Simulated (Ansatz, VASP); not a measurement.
## Two plane-wave programs on Mg3Re

Contents of INCAR:

```
PREC = Accurate ; ENCUT = 520
EDIFF = 1E-6 ; ISMEAR = 0
SIGMA = 0.1 ; LREAL = False
LASPH = True ; NELM = 100
ALGO = Normal ; ISIF = 2
LWAVE = False ; LCHARG = True
GGA = PE ; LELF = True
LVHAR = True ; NBANDS = 14
```

File KPOINTS:

```
Automatic mesh
0
Gamma
  4 4 4
```

Contents of POSCAR:

```
Mg3Re
1.0
    4.0960699497      0.0000000000      0.0000000000
    0.0000000000      4.0960699497      0.0000000000
    0.0000000000      0.0000000000      4.0960699497
Mg Re
3 1
Direct
    0.0000000000      0.5000000000      0.5000000000
    0.5000000000      0.0000000000      0.5000000000
    0.5000000000      0.5000000000      0.0000000000
    0.0000000000      0.0000000000      0.0000000000
```

Input for Ansatz:

```yaml
crystal:
  lattice:
    - [4.0960699497, 0.0, 0.0]
    - [0.0, 4.0960699497, 0.0]
    - [0.0, 0.0, 4.0960699497]
  atoms:
    - { symbol: Mg, position: [0.0, 0.5, 0.5] }
    - { symbol: Mg, position: [0.5, 0.0, 0.5] }
    - { symbol: Mg, position: [0.5, 0.5, 0.0] }
    - { symbol: Re, position: [0.0, 0.0, 0.0] }
basis:
  ecutwfc: 420
kpoints:
  mp_grid: { grid: [4, 4, 4] }
hamiltonian:
  xc: pbe
scf:
  occupations: { method: gaussian, width: 0.1 }
  lower_state_search: "off"
output:
  forces: true
  stress: true
  eigenvalues: true
```

Alike in both runs: task single point; functional PBE; k mesh 4 × 4 × 4; occupations gaussian, width 0.1 eV; no spin polarisation.

|  | VASP | Ansatz |
| --- | --- | --- |
| version | VASP 6.6.1 | Ansatz 0.2.0 |
| potentials or method | VASP PAW PBE potentials, release 64 (Mg, Re), cutoff 520 eV | scalar-relativistic, plane waves, PAW |
| valence electrons in the cell | 13 | 45 |

VASP gave:

* gap on the k mesh at the Fermi level (eV): none
* pressure (GPa): 3.1

**Question.** Which values does Ansatz return?

**Answer.** gap on the k mesh at the Fermi level (eV): none; pressure (GPa): 3.3.

A gap of «none» marks a metal or a gap that the smearing closes. VASP's potentials hold 13 valence electrons a cell and Ansatz's 45, so a difference there can come from the potentials and not from the codes.

The k mesh is coarse, so the values compare programs but aren't converged. Spin-orbit coupling is off throughout.
